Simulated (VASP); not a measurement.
# Fe (Fd-3m) in VASP: notebook

Runs on Fe. Level: PBE. Tasks: single point.

Everything below comes from runs of VASP 6.6.1. Logs are shortened: lines on timing, memory, paths and dates and some standing lists are left out, and cuts for length are marked.

## Step 1: The cell of the first run

It takes space group Fd-3m (No. 227, cubic). Conventional cell: a = 4.807 Å, b = 4.807 Å, c = 4.807 Å, α = 90.00°, β = 90.00°, γ = 90.00°. Within 2.8 Å of Fe (site symmetry -43m) lie 4 Fe at 2.08 Å.

## Step 2: Single point, PBE, collinear spin, ferromagnetic start (volume scaled by 0.96)

Input file INCAR:

```
PREC = Accurate
ENCUT = 520
EDIFF = 1E-7
ISMEAR = -1
SIGMA = 0.05
LREAL = F
LASPH = T
NELM = 150
ALGO = Normal
ISIF = 2
LWAVE = F
LCHARG = F
ISPIN = 2
MAGMOM = 2.5 2.5
LORBIT = 11
LMAXMIX = 4
GGA = PE
NBANDS = 19
```

Input file KPOINTS:

```
Automatic mesh
0
Gamma
  13 13 13
```

Input file POSCAR:

```
Fe
1.0
    0.0000000000      2.4037386084      2.4037386084
    2.4037386084      0.0000000000      2.4037386084
    2.4037386084      2.4037386084      0.0000000000
Fe
2
Direct
    0.1250000000      0.1250000000      0.1250000000
    0.8750000000      0.8750000000      0.8750000000
```

Potentials or basis: VASP PAW PBE potentials, release 64 (Fe).

The run is started by

```console
> cat potpaw_PBE.64/Fe/POTCAR > POTCAR
> mpirun -np 1 vasp_std > vasp.out
```

OUTCAR:

```text
PREC = Accurate
   ENCUT = 520
   EDIFF = 1E-7
   ISMEAR = -1
   LREAL = F
   LASPH = T
   NELM = 150
   ISIF = 2
   ISPIN = 2
   LORBIT = 11
   GGA = PE

 ion  position               nearest neighbor table
   1  0.125  0.125  0.125-   2 2.08   2 2.08   2 2.08   2 2.08
   2  0.875  0.875  0.875-   1 2.08   1 2.08   1 2.08   1 2.08

  LATTYP: Found a face centered cubic cell.
 ALAT       =     4.8074772168

  Lattice vectors:

 A1 = (   0.0000000000,   2.4037386084,   2.4037386084)
 A2 = (   2.4037386084,   0.0000000000,   2.4037386084)
 A3 = (   2.4037386084,   2.4037386084,   0.0000000000)

Analysis of symmetry for initial positions (statically):
=====================================================================
 Subroutine PRICEL returns:
 Original cell was already a primitive cell.

 Routine SETGRP: Setting up the symmetry group for a
 face centered cubic supercell.

 Subroutine GETGRP returns: Found 48 space group operations
 (whereof 12 operations were pure point group operations)
 out of a pool of 48 trial point group operations.

The static configuration has the point symmetry D_3d.
 The point group associated with its full space group is O_h .

Analysis of symmetry for dynamics (positions and initial velocities):
=====================================================================
 Subroutine PRICEL returns:
 Original cell was already a primitive cell.

 Routine SETGRP: Setting up the symmetry group for a
 face centered cubic supercell.

 Subroutine GETGRP returns: Found 48 space group operations
 (whereof 12 operations were pure point group operations)
 out of a pool of 48 trial point group operations.

The dynamic configuration has the point symmetry D_3d.
 The point group associated with its full space group is O_h .

Analysis of structural, dynamic, and magnetic symmetry:
=====================================================================
 Subroutine PRICEL returns:
 Original cell was already a primitive cell.

 Routine SETGRP: Setting up the symmetry group for a
 face centered cubic supercell.

 Subroutine GETGRP returns: Found 48 space group operations
 (whereof 12 operations were pure point group operations)
 out of a pool of 48 trial point group operations.

The overall configuration has the point symmetry D_3d.
 The point group associated with its full space group is O_h .

 Subroutine INISYM returns: Found 48 space group operations
 (whereof 12 operations are pure point group operations),
 and found     1 'primitive' translations

----------------------------------------------------------------------------------------

                                     Primitive cell

  volume of cell :      27.7774

  direct lattice vectors                    reciprocal lattice vectors
     0.000000000  2.403738608  2.403738608    -0.208009306  0.208009306  0.208009306
     2.403738608  0.000000000  2.403738608     0.208009306 -0.208009306  0.208009306
     2.403738608  2.403738608  0.000000000     0.208009306  0.208009306 -0.208009306

  length of vectors
     3.399399740  3.399399740  3.399399740     0.360282687  0.360282687  0.360282687

  position of ions in fractional coordinates (direct lattice)
     0.125000000  0.125000000  0.125000000
     0.875000000  0.875000000  0.875000000

  ion indices of the primitive-cell ions
   primitive index   ion index
                 1           1
                 2           2

----------------------------------------------------------------------------------------

 KPOINTS: Automatic mesh

Automatic generation of k-mesh.
 Grid dimensions read from file:
 generate k-points for:   13   13   13

 Generating k-lattice:

  Cartesian coordinates                     Fractional coordinates (reciprocal lattice)
    -0.016000716  0.016000716  0.016000716     0.076923077  0.000000000  0.000000000
     0.016000716 -0.016000716  0.016000716     0.000000000  0.076923077  0.000000000
     0.016000716  0.016000716 -0.016000716     0.000000000  0.000000000  0.076923077

  Length of vectors
     0.027714053  0.027714053  0.027714053

  Shift w.r.t. Gamma in fractional coordinates (k-lattice)
     0.000000000  0.000000000  0.000000000

 Subroutine IBZKPT returns following result:
 ===========================================

 Found     84 irreducible k-points:

 Following reciprocal coordinates:
            Coordinates               Weight
  0.000000  0.000000  0.000000      1.000000
  0.076923  0.000000  0.000000      8.000000
  0.153846  0.000000  0.000000      8.000000
  0.230769  0.000000  0.000000      8.000000
  0.307692  0.000000  0.000000      8.000000
  0.384615  0.000000  0.000000      8.000000
[... 16 lines left out ...]
  0.384615  0.153846  0.000000     24.000000
  0.461538  0.153846  0.000000     24.000000
 [... further k-points ...]
   k-points           NKPTS =     84   k-points in BZ     NKDIM =     84   number of bands    NBANDS=     19
   number of dos      NEDOS =    301   number of ions     NIONS =      2
   total plane-waves  NPLWV =  21952
   dimension x,y,z NGX =    28 NGY =   28 NGZ =   28
   dimension x,y,z NGXF=    56 NGYF=   56 NGZF=   56
   ions per type =               2
   NGX,Y,Z   is equivalent  to a cutoff of  13.69, 13.69, 13.69 a.u.
   NGXF,Y,Z  is equivalent  to a cutoff of  27.39, 27.39, 27.39 a.u.
 SYSTEM =  unknown system
   PREC   = accura    normal or accurate (medium, high low for compatibility)
   ISTART =      0    job   : 0-new  1-cont  2-samecut
   ICHARG =      2    charge: 1-file 2-atom 10-const
   ISPIN  =      2    spin polarized calculation?
   LNONCOLLINEAR =      F non collinear calculations
   LSORBIT =      F    spin-orbit coupling
   LASPH  =      T    aspherical Exc in radial PAW
   ENCUT  =  520.0 eV  38.22 Ry    6.18 a.u.   6.32  6.32  6.32*2*pi/ulx,y,z
   NELM   =    150;   NELMIN=  2; NELMDL= -5     # of ELM steps
   EDIFF  = 0.1E-06   stopping-criterion for ELM
   LREAL  =      F    real-space projection
   EDIFFG = 0.1E-05   stopping-criterion for IOM
   NSW    =      0    number of steps for IOM
   IBRION =     -1    ionic relax: 0-MD 1-quasi-New 2-CG
   NFREE  =      0    steps in history (QN), initial steepest desc. (CG)
   ISIF   =      2    stress and relaxation
   ISYM   =      2    0-nonsym 1-usesym 2-fastsym
   POTIM  = 0.5000    time-step for ionic-motion
   TEBEG  =    0.0;   TEEND  =   0.0 temperature during run
   PSTRESS=    0.0 pullay stress
   NELECT =      16.0000    total number of electrons
   NUPDOWN=      -1.0000    fix difference up-down
   EMIN   =  10.00;   EMAX   =-10.00  energy-range for DOS
   EFERMI =   0.00;   METHOD = LEGACY
   ISMEAR =    -1;   SIGMA  =   0.05  broadening in eV -4-tet -1-fermi 0-gaus
   EFERMI_NEDOS =   21; number of points for ismear=-14 and -15
   IALGO  =     38    algorithm
   IMIX   =      4    mixing-type and parameters
     AMIX     =   0.40;   BMIX     =  1.00
     AMIX_MAG =   1.60;   BMIX_MAG =  1.00
  volume/ion in A,a.u.               =      13.89        93.73
  Fermi-wavevector in a.u.,A,eV,Ry     =   1.362127  2.574047 25.244111  1.855390
  Thomas-Fermi vector in A             =   2.488644
   LORBIT       =     11    0 simple, 1 ext, 2 COOP (PROOUT), +10 PAW based schemes
   GGA     = PE    functional components
   LHFCALC =     F    Hartree Fock is set to
   AEXX    =    0.0000 exact exchange contribution
   IVDW    =     0    specifies the selected vdW correction
   LEPSILON=     F    determine dielectric tensor
   LRPA    =     F    only Hartree local field effects (RPA)
 spin polarized calculation
  energy-cutoff  :      520.00
  volume of cell :       27.78
 maximum number of plane-waves:       763
 NGX is ok and might be reduce to    28
   NGX = 13   NGY = 13   NGZ = 13

 number of electron      16.0000006 magnetization       0.0000283

 number of electron      16.0000006 magnetization      -0.0000088

 Free energy of the ion-electron system (eV)
  ---------------------------------------------------
  ext. energy  EPLUGINS =         0.00000000
  ---------------------------------------------------
  free energy    TOTEN  =       -13.99051115 eV

  energy without entropy =      -13.97111449  energy(sigma->0) =      -13.98081282

 E-fermi :   3.9449     XC(G=0): -11.7258

 val. band max:        3.9265742486   @ k =   0.3846   0.3846   0.0000
 cond. band min:       3.9454446173   @ k =   0.3846   0.0000   0.0000
 fundamental gap:      0.0188703688
 Fermi energy:         3.9449438974

 spin component 1

 k-point     1 :       0.0000    0.0000    0.0000
  band No.  band energies     occupation
      1      -2.8971      1.00000
      2       1.0533      1.00000
      3       1.0533      1.00000
      4       1.3995      1.00000
      5       1.3995      1.00000
      6       1.3995      1.00000
[... 11 lines left out ...]
     18      20.0437      0.00000
     19      21.4932      0.00000
[... 485 lines left out ...]
 k-point    24 :       0.4615    0.1538    0.0000
  band No.  band energies     occupation
      1       0.1897      1.00000
      2       0.5184      1.00000
      3       1.3228      1.00000
      4       1.4341      1.00000
      5       1.5926      1.00000
      6       2.0580      1.00000
[... 11 lines left out ...]
     18      22.7739      0.00000
     19      24.7061      0.00000

 [... further k-points ...]

 spin component 2

 k-point     1 :       0.0000    0.0000    0.0000
  band No.  band energies     occupation
      1      -2.8971      1.00000
      2       1.0533      1.00000
      3       1.0533      1.00000
      4       1.3995      1.00000
      5       1.3995      1.00000
      6       1.3995      1.00000
[... 11 lines left out ...]
     18      20.0437      0.00000
     19      21.4932      0.00000
[... 485 lines left out ...]
 k-point    24 :       0.4615    0.1538    0.0000
  band No.  band energies     occupation
      1       0.1897      1.00000
      2       0.5184      1.00000
      3       1.3228      1.00000
      4       1.4341      1.00000
      5       1.5926      1.00000
      6       2.0580      1.00000
[... 11 lines left out ...]
     18      22.7739      0.00000
     19      24.7061      0.00000

 [... further k-points ...]
[... 5 lines left out ...]
  --------------------------------------------------------------------------------------
  -------------------------------------------------------------------------------------
  Total        0.8735361      0.8735361      0.8735361      0.0000000      0.0000000     -0.0000000
  in kB       50.3848235     50.3848235     50.3848235      0.0000000      0.0000000     -0.0000000
  external PRESSURE =      50.3848235 kB  Pullay stress =       0.0000000 kB

 VOLUME and BASIS-vectors are now :
 -----------------------------------------------------------------------------
  energy-cutoff  :      520.00
  volume of cell :       27.78
      direct lattice vectors                 reciprocal lattice vectors
     0.000000000  2.403738608  2.403738608    -0.208009306  0.208009306  0.208009306
     2.403738608  0.000000000  2.403738608     0.208009306 -0.208009306  0.208009306
     2.403738608  2.403738608  0.000000000     0.208009306  0.208009306 -0.208009306

 POSITION                                       TOTAL-FORCE (eV/Angst)
 -----------------------------------------------------------------------------------
      0.60093      0.60093      0.60093         0.000000      0.000000      0.000000
      4.20654      4.20654      4.20654        -0.000000     -0.000000     -0.000000
 -----------------------------------------------------------------------------------
    total drift:                                0.000000     -0.000000     -0.000000

  FREE ENERGIE OF THE ION-ELECTRON SYSTEM (eV)
  ---------------------------------------------------
  free  energy   TOTEN  =       -13.9905111471 eV

  energy  without entropy=      -13.9711144896  energy(sigma->0) =      -13.98081282

 total charge

# of ion       s       p       d       tot
------------------------------------------
    1        0.599   0.461   6.501   7.562
    2        0.599   0.461   6.501   7.562
--------------------------------------------------
tot          1.199   0.922  13.002  15.124

 magnetization (x)

# of ion       s       p       d       tot
------------------------------------------
    1        0.000  -0.000  -0.000  -0.000
    2        0.000  -0.000  -0.000  -0.000
--------------------------------------------------
tot          0.000  -0.000  -0.000  -0.000
```

Wall time 69 s (1 thread of AMD EPYC 9R45 (Zen 5), shared host); peak memory 0.18 GiB.

Results:

```
Free energy                                           : -13.9905 eV
Pressure                                              : 5.0 GPa
Band gap on the k mesh                                : zero (filled and empty bands overlap)
Net moment                                            : 0.00 μB per cell
Valence electrons inside the program's atomic spheres : Fe 7.56
```

Levels at points of the mesh, in eV from the Fermi level:
Spin up:
```tsv
k point	band 6	band 7	band 8	band 9	band 10	band 11
(0.00, 0.00, 0.00)	-2.55	-0.41	-0.41	-0.41	1.31	1.31
```
Spin down:
```
           k point  band 6  band 7  band 8  band 9  band 10  band 11
(0.00, 0.00, 0.00)   -2.55   -0.41   -0.41   -0.41     1.31     1.31
```

Caveat: the starting moments collapsed, and a magnetic state may lie lower.

[end of part 1 of 2]
